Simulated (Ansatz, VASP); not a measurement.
**One calculation of InSb, two programs**

The input INCAR:

```
SYSTEM = InSb
  ALGO = Normal
  EDIFF = 1E-6
  ENCUT = 520
  GGA = PS
  ISIF = 2
  ISMEAR = 0
  LASPH = .TRUE.
  LCHARG = .TRUE.
  LELF = .TRUE.
  LREAL = .FALSE.
  LVHAR = .TRUE.
  LWAVE = .FALSE.
  NBANDS = 16
  NELM = 60
  PREC = Accurate
  SIGMA = 0.15
```

The input KPOINTS:

```
k-points
0
G
  14 14 14
  0 0 0
```

Contents of POSCAR:

```
InSb
1.0
    0.0000000000      2.9198373500      3.1503508250
    2.9198373500      0.0000000000      3.1503508250
    2.9198373500      2.9198373500      0.0000000000
In Sb
1 1
Direct
    0.0000000000      0.0000000000      0.0000000000
    0.5000000000      0.5000000000      0.5000000000
```

Input for Ansatz:

```yaml
crystal:
  lattice:
    - [0.0, 2.91983735, 3.150350825]
    - [2.91983735, 0.0, 3.150350825]
    - [2.91983735, 2.91983735, 0.0]
  atoms:
    - { symbol: In, position: [0.0, 0.0, 0.0] }
    - { symbol: Sb, position: [0.5, 0.5, 0.5] }
basis:
  ecutwfc: 420
kpoints:
  mp_grid: { grid: [14, 14, 14] }
hamiltonian:
  xc: pbesol
scf:
  occupations: { method: gaussian, width: 0.15 }
output:
  forces: true
  stress: true
  eigenvalues: true
```

Change from the starting cell: strain -0.050 along x and y, +0.025 along z, atoms carried along.

Alike in both runs: task single point; functional PBEsol; k mesh 14 × 14 × 14; occupations gaussian, width 0.15 eV; no spin polarisation.

|  | VASP | Ansatz |
| --- | --- | --- |
| version | VASP 6.6.1 | Ansatz 0.2.0 |
| potentials or method | VASP PAW PBE potentials, release 64 (In_d, Sb), cutoff 520 eV | scalar-relativistic, plane waves, PAW |
| valence electrons in the cell | 18 | 28 |

VASP gave:

| Property | Result |
| --- | --- |
| gap on the k mesh at the Fermi level (eV) | none |
| pressure (GPa) | 2.1 |
| traceless stress, the component that is largest in VASP (GPa) | -4.81 |

Question: What did Ansatz give for the same quantities?

Answer: gap on the k mesh at the Fermi level (eV): none; pressure (GPa): 2.1; traceless stress, the component that is largest in VASP (GPa): -4.79.

VASP's potentials were made for PBE, not for PBEsol. A gap of «none» marks a metal or a gap that the smearing closes. With one functional, cell and mesh, what is left measures potentials, basis and numerics. VASP's potentials hold 18 valence electrons a cell and Ansatz's 28, so a difference there can come from the potentials and not from the codes.

Spin-orbit coupling is off throughout.
